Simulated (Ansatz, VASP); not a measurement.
# Two plane-wave programs on C

INCAR

```
PREC = Accurate
ENCUT = 520
EDIFF = 1E-6
ISMEAR = 0
SIGMA = 0.05
LREAL = F
LASPH = T
NELM = 100
ALGO = Normal
ISIF = 2
LWAVE = F
LCHARG = F
NBANDS = 11
```

KPOINTS

```
Automatic mesh
0
Gamma
  14 14 14
```

The input POSCAR:

```
C
1.0
    0.0000000000      2.0950950000      3.2977800000
    1.2095800000      0.0000000000      3.2977800000
    1.2095800000      2.0950950000      0.0000000000
C
2
Direct
    0.1666700000      0.8333300000      0.1666700000
    0.8333300000      0.1666700000      0.8333300000
```

Input for Ansatz:

```yaml
crystal:
  lattice:
    - [0.0, 2.095095, 3.29778]
    - [1.20958, 0.0, 3.29778]
    - [1.20958, 2.095095, 0.0]
  atoms:
    - { symbol: C, position: [0.16667, 0.83333, 0.16667] }
    - { symbol: C, position: [0.83333, 0.16667, 0.83333] }
basis:
  ecutwfc: 420
kpoints:
  mp_grid: { grid: [14, 14, 14] }
hamiltonian:
  xc: lda
scf:
  occupations: { method: gaussian, width: 0.05 }
output:
  forces: true
  stress: true
  eigenvalues: true
```

Change from the starting cell: strain -0.015 along x and y, -0.015 along z, atoms carried along.

Alike in both runs: task single point; functional LDA; k mesh 14 × 14 × 14; occupations gaussian, width 0.05 eV; no spin polarisation.

```csv
,VASP,Ansatz
version,VASP 6.6.1,Ansatz 0.2.0
potentials or method,"VASP PAW LDA potentials, release 64 (C), cutoff 520 eV","scalar-relativistic, plane waves, PAW"
valence electrons in the cell,8,8
```

Ansatz gave:

- gap on the k mesh at the Fermi level (eV): 0.31
- least direct gap on the mesh (eV): 0.40
- pressure (GPa): 9.9
- traceless stress, the component that is largest in VASP (GPa): -9.20
- rms of the force components (eV/Å): 0.022

Which values does VASP return?

gap on the k mesh at the Fermi level (eV): 0.31; least direct gap on the mesh (eV): 0.40; pressure (GPa): 10.7; traceless stress, the component that is largest in VASP (GPa): -10.16; rms of the force components (eV/Å): 0.022.

LDA's correlation is that of Perdew and Zunger in VASP and of Perdew and Wang (1992) in Ansatz. Atom by atom the forces differ by 0.000 eV/Å (rms over components).
